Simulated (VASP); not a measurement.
The system is BiTe3.

```xyz
4
Lattice="5.3970 0.0000 0.0000 0.0000 5.3970 0.0000 0.0000 0.0000 5.3970" Properties=species:S:1:pos:R:3 pbc="T T T"
Bi    2.6985    2.6985    2.6985
Te    0.0000    2.6985    2.6985
Te    2.6985    0.0000    2.6985
Te    2.6985    2.6985    0.0000
```

| Quantity | Value |
| --- | --- |
| Program | VASP 6.6.1 |
| Task | relaxation of cell and atoms |
| Functional | PBE |
| Potentials or basis | VASP PAW PBE potentials, release 64 (Bi_d, Te) |
| Cutoff | 600 eV |
| k mesh | 4 × 4 × 4 |
| Occupations | gaussian, width 0.1 eV |
| Spin | no spin polarisation |

At the start: pressure 14.3 GPa; volume 39.30 Å³/atom.

**Question.** How do energy, volume and symmetry change on relaxing?

**Answer.** Over 4 steps the energy falls by 508.6 meV/atom and the volume is 55.22 Å³/atom (+40.5 %); space group Pm-3m (No. 221, to 0.05 Å).

The path:
```
step  energy change (eV)  largest force (eV/Å)  pressure (GPa)  volume (Å³)
   1              0.0000                0.0000           14.28       157.20
   2             -1.8162                0.0000           -1.95       251.12
   3             -2.0318                0.0000            0.28       217.33
   4             -2.0342                0.0000           -0.07       220.88
```

Final structure:
```
Bi Te
1.0
     6.04481    0.00000    0.00000
     0.00000    6.04481    0.00000
     0.00000    0.00000    6.04481
Bi Te
1 3
Direct
  0.50000 0.50000 0.50000
  0.00000 0.50000 0.50000
  0.50000 0.00000 0.50000
  0.50000 0.50000 0.00000
```

Caveat: the volume moved by over 15 % at a fixed basis, so the end points are rough.
